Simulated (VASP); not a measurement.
CsH: single point with r2SCAN

CsH:

```
CELL_PARAMETERS angstrom
0.00000 3.16660 3.16660
3.16660 0.00000 3.16660
3.16660 3.16660 0.00000
ATOMIC_POSITIONS crystal
Cs 0.00000 0.00000 0.00000
H 0.50000 0.50000 0.50000
```

```yaml
Program: VASP 6.6.1
Task: single point
Functional: r2SCAN
Potentials_or_basis: VASP PAW PBE potentials, release 64 (Cs_sv, H)
Cutoff: 520 eV
k_mesh: 8 × 8 × 8
Occupations: fermi-dirac, width 0.02 eV
Spin: no spin polarisation
```

```json
{"Pressure": "0.3 GPa", "Band gap on the k mesh": "2.64 eV, direct"}
```

Levels at points of the mesh, in eV from the valence-band top:
```
           k point  band 3  band 4  band 5  band 6  band 7  band 8
(0.00, 0.00, 0.00)   -8.15   -8.15   -1.69    5.69    5.69    5.69
(0.50, 0.00, 0.00)   -8.24   -8.24    0.00    2.64    5.24    5.24
(0.50, 0.50, 0.00)   -8.43   -8.43   -1.21    3.46    6.16    8.73
```

Run time: 83 s on 1 thread of Intel(R) Xeon(R) Platinum 8259CL CPU @ 2.50GHz (Skylake/Cascade Lake), with other jobs on the host, peak memory 0.22 GiB.

Caveat: the PAW data sets were made with another functional, which shifts forces and pressure a little; spin-orbit coupling is left out, which moves the levels of the heavy elements. r2SCAN opens gaps a little over a GGA but as a rule still falls short of measured ones.
